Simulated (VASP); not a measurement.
The system is MoS3.

```
Mo S
1.0
     4.05391    0.00000    0.00000
    -2.02695    3.51079    0.00000
     0.00000    0.00000    7.06691
Mo S
1 3
Direct
  0.00000 0.00000 0.00000
  0.52133 0.00000 0.50000
  0.00000 0.52133 0.50000
  0.47867 0.47867 0.50000
```

```yaml
Program: VASP 6.6.1
Task: relaxation of cell and atoms
Functional: PBE
Potentials_or_basis: VASP PAW PBE potentials, release 64 (Mo_sv, S)
Cutoff: 600 eV
k_mesh: 6 × 6 × 4
Occupations: gaussian, width 0.1 eV
Spin: collinear spin, ferromagnetic start
Starting_moments: "[1.0, 0.0, 0.0, 0.0] μB"
```

At the start: pressure 21.7 GPa; volume 25.14 Å³/atom.

Problem. How do energy, volume and symmetry change on relaxing?

Solution. Over 58 steps the energy falls by 2997.1 meV/atom and the volume is 24.19 Å³/atom (-3.8 %); space group P-62m (No. 189, to 0.05 Å); moment 0.00 μB per cell.

Step by step:
```
step  energy change (eV)  largest force (eV/Å)  pressure (GPa)  volume (Å³)
   1              0.0000                0.3350           21.70       100.58
   3             -3.2125                0.1879           -1.13       136.91
   5             -3.3633                0.1502           -1.77       133.27
   7             -5.6458                0.2133           -2.39        87.19
   9             -5.7174                0.1902           -2.34        86.13
  11             -5.8744                0.1341           -9.50        77.79
  13             -7.2596                0.1142           -2.04        63.12
  15             -7.2712                0.1578            0.54        61.65
  17             -7.1580                1.4200            2.95        62.02
  19             -7.3221                0.7127            0.52        61.93
  21             -7.3539                1.1240            0.65        62.25
  23             -7.4386                2.1730            2.63        63.27
  25             -7.4508                2.2010            2.72        63.38
  27             -7.5016                2.2699            3.27        63.86
  29             -7.6118                1.8125            5.45        65.42
  31             -7.8571                1.6300            4.25        66.11
  33             -8.7761                0.9890            1.19        69.23
  35             -9.6968                3.2190           14.77        81.18
  37            -10.3879                0.8069            1.36        81.57
  39            -10.9963                1.1870           -9.57        93.54
  41            -11.3451                1.9619          -10.86        95.87
  43            -11.8987                0.7189           -1.02        87.45
  45            -11.9032                0.5799            0.13        86.75
  47            -11.9320                0.1170            1.00        87.08
  49            -11.9529                0.1981           -0.21        89.67
  51            -11.9651                0.2873           -1.63        93.88
  53            -11.9855                0.0735           -0.63        96.00
  55            -11.9878                0.0395           -0.10        96.97
  57            -11.9880                0.0340           -0.06        96.97
  58            -11.9884                0.0017           -0.06        96.76
```

Final structure:
```
Mo S
1.0
     6.19596    0.00000    0.00000
    -3.09798    5.36586    0.00000
     0.00000    0.00000    2.91050
Mo S
1 3
Direct
  0.00000 0.00000 0.00000
  0.30182 0.00000 0.50000
  0.00000 0.30182 0.50000
  0.69818 0.69818 0.50000
```
